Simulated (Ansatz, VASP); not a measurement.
# Two plane-wave programs on MnS

```
Mn S
1.0
     0.00000    2.54845    2.54845
     2.54845    0.00000    2.54845
     2.54845    2.54845    0.00000
Mn S
1 1
Direct
  0.00000 0.00000 0.00000
  0.50000 0.50000 0.50000
```

Alike in both runs: task single point; functional PBEsol; k mesh 14 × 14 × 14; occupations gaussian, width 0.1 eV; collinear spin.

|  | VASP | Ansatz |
| --- | --- | --- |
| version | VASP 6.6.1 | Ansatz 0.2.0 |
| potentials or method | VASP PAW PBE potentials, release 64 (Mn_pv, S), cutoff 520 eV | scalar-relativistic, plane waves, PAW |
| valence electrons in the cell | 19 | 21 |

Ansatz gave:

* gap on the k mesh at the Fermi level (eV): none
* pressure (GPa): -5.0
* net moment per atom (μB): 2.23
* size of the moment on the site where the two differ most (μB): 3.99

Task: Estimate VASP's values.

Result: gap on the k mesh at the Fermi level (eV): none; pressure (GPa): -4.9; net moment per atom (μB): 2.23; size of the moment on the site where the two differ most (μB): 4.07.

VASP's potentials were made for PBE, not for PBEsol. Site moments also hang on the region over which each program counts them. A gap of «none» marks a metal or a gap that the smearing closes. VASP's potentials hold 19 valence electrons a cell and Ansatz's 21, so a difference there can come from the potentials and not from the codes.
